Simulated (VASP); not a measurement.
Wanted: the native input for a VASP 6.6.1 run.

```
Task                   : single point
Functional             : r2SCAN
Dispersion             : D3(BJ)
Potentials or basis    : VASP PAW PBE potentials, release 64 (Al, As)
Cutoff                 : 550 eV
k mesh                 : 8 × 8 × 8
Occupations            : gaussian, width 0.05 eV
Spin                   : no spin polarisation
Dipole correction      : no
Further INCAR settings : ALGO = Normal; EDIFF = 1e-06; NBANDS = 11
```

Crystal: AlAs.

```
Al As
1.0
     0.00000    2.82662    2.82662
     2.82662    0.00000    2.82662
     2.82662    2.82662    0.00000
Al As
1 1
Direct
  0.00000 0.00000 0.00000
  0.75000 0.75000 0.75000
```

One way to write it, as run:

POSCAR

```
AlAs
1.0
    0.0000000000      2.8266211302      2.8266211302
    2.8266211302      0.0000000000      2.8266211302
    2.8266211302      2.8266211302      0.0000000000
Al As
1 1
Direct
    0.0000000000      0.0000000000      0.0000000000
    0.7500000000      0.7500000000      0.7500000000
```

INCAR.step1

```
PREC = Accurate ; ENCUT = 550
ISMEAR = 0 ; SIGMA = 0.05
LREAL = False ; LASPH = True
NELM = 120 ; NBANDS = 11
GGA = PE ; ALGO = Normal
EDIFF = 1E-5 ; LWAVE = True
LCHARG = False ; GGA_COMPAT = False
```

INCAR.step2

```
PREC = Accurate ; ENCUT = 550
EDIFF = 1E-6 ; ISMEAR = 0
SIGMA = 0.05 ; LREAL = False
LASPH = True ; NELM = 120
ALGO = Normal ; ISIF = 2
LWAVE = False ; LCHARG = False
METAGGA = R2SCAN ; LMIXTAU = True
IVDW = 12 ; VDW_S6 = 1.0
VDW_S8 = 0.78981345 ; VDW_A1 = 0.49484001
VDW_A2 = 5.73083694 ; NBANDS = 11
ISTART = 1 ; GGA_COMPAT = False
```

KPOINTS

```
regular mesh
0
Gamma
  8 8 8
```

Potentials or basis: VASP PAW PBE potentials, release 64 (Al, As).

The run is started by

```console
$ cat potpaw_PBE.64/Al/POTCAR potpaw_PBE.64/As/POTCAR > POTCAR
$ cp INCAR.step1 INCAR
$ mpirun -np 1 vasp_std > vasp.out
$ cp INCAR.step2 INCAR
$ mpirun -np 1 vasp_std > vasp.out
```

It gave:

```json
{"Pressure": "-0.1 GPa", "Band gap on the k mesh": "1.79 eV (least direct gap 2.74 eV)", "Dispersion energy per atom": "-0.150 eV"}
```

Caveat: three body term missing; the PAW data sets were made with another functional, which shifts forces and pressure a little.

Wall time 46 s on 1 thread of Intel(R) Xeon(R) 6975P-C (Granite Rapids) (shared host), peak memory 0.19 GiB.
